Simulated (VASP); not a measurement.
**InP (zinc blende type): single point with HSE06**

The system is InP (zinc blende type).

```xyz
2
Lattice="0.0000 2.9800 2.9800 2.9800 0.0000 2.9800 2.9800 2.9800 0.0000" Properties=species:S:1:pos:R:3 pbc="T T T"
In    0.0000    0.0000    0.0000
P     1.4900    1.4900    1.4900
```

```json
{"Program": "VASP 6.6.1", "Task": "single point", "Functional": "HSE06", "Potentials or basis": "VASP PAW PBE potentials, release 64 (In_d, P)", "Cutoff": "520 eV", "k mesh": "6 × 6 × 6", "Occupations": "fermi-dirac, width 0.02 eV", "Spin": "no spin polarisation"}
```

```json
{
  "Pressure": "-2.0 GPa",
  "Band gap on the k mesh": "1.19 eV"
}
```

Levels at points of the mesh, in eV from the valence-band top:
```
           k point  band 7  band 8  band 9  band 10  band 11  band 12
(0.00, 0.00, 0.00)    0.00    0.00    0.00     1.19     4.90     4.90
(0.50, 0.00, 0.00)   -5.97   -0.99   -0.99     2.11     5.64     5.64
(0.50, 0.50, 0.00)   -6.01   -2.36   -2.36     2.44     2.98    10.07
```

It took 48 min on 1 thread of AMD EPYC 7R13 Processor (Zen 3), with other jobs on the host, peak memory 0.27 GiB.

Caveat: the PAW data sets were made with another functional, which shifts forces and pressure a little; spin-orbit coupling is left out, which moves the levels of the heavy elements.
